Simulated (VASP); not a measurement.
Ta2Sn: single point with PBE

Ta2Sn:

```
Ta Sn
1.0
     5.10045    0.00000    0.00000
     0.00000    5.10045    0.00000
     0.00000    0.00000    5.10045
Ta Sn
4 2
Cartesian
  1.2751 1.2751 3.8253
  3.8253 1.2751 1.2751
  1.2751 3.8253 1.2751
  3.8253 3.8253 3.8253
  0.0000 0.0000 0.0000
  2.5502 2.5502 2.5502
```

| Quantity | Value |
| --- | --- |
| Program | VASP 6.6.1 |
| Task | single point |
| Functional | PBE |
| Potentials or basis | VASP PAW PBE potentials, release 64 (Ta_pv, Sn_d) |
| Cutoff | 520 eV |
| k mesh | 4 × 4 × 4 |
| Occupations | gaussian, width 0.1 eV |
| Spin | no spin polarisation |
| Dipole correction | no |
| Further INCAR settings | ALGO = Normal; EDIFF = 1e-06; NBANDS = 45 |

```yaml
Pressure: 60.9 GPa
Band_gap_on_the_k_mesh: zero (band 36 reaches 7.38 eV, above the bottom of band 37 at 6.14 eV)
```

Levels at points of the mesh, in eV from the Fermi level:
```csv
k point,band 34,band 35,band 36,band 37,band 38,band 39
"(0.00, 0.00, 0.00)",0.57,0.57,1.13,1.13,1.33,1.33
"(0.50, 0.00, 0.00)",-1.15,-0.22,-0.22,0.50,0.50,0.54
"(0.50, 0.50, 0.00)",-1.50,0.01,0.01,0.04,0.04,0.11
"(0.50, 0.50, 0.50)",-0.63,-0.63,-0.11,-0.11,-0.11,1.59
```

Wall time 63 s on 1 thread of Intel Xeon 6975P-C, with other jobs on the host, peak memory 0.26 GiB.

Caveat: spin-orbit coupling is left out, which moves the levels of the heavy elements.
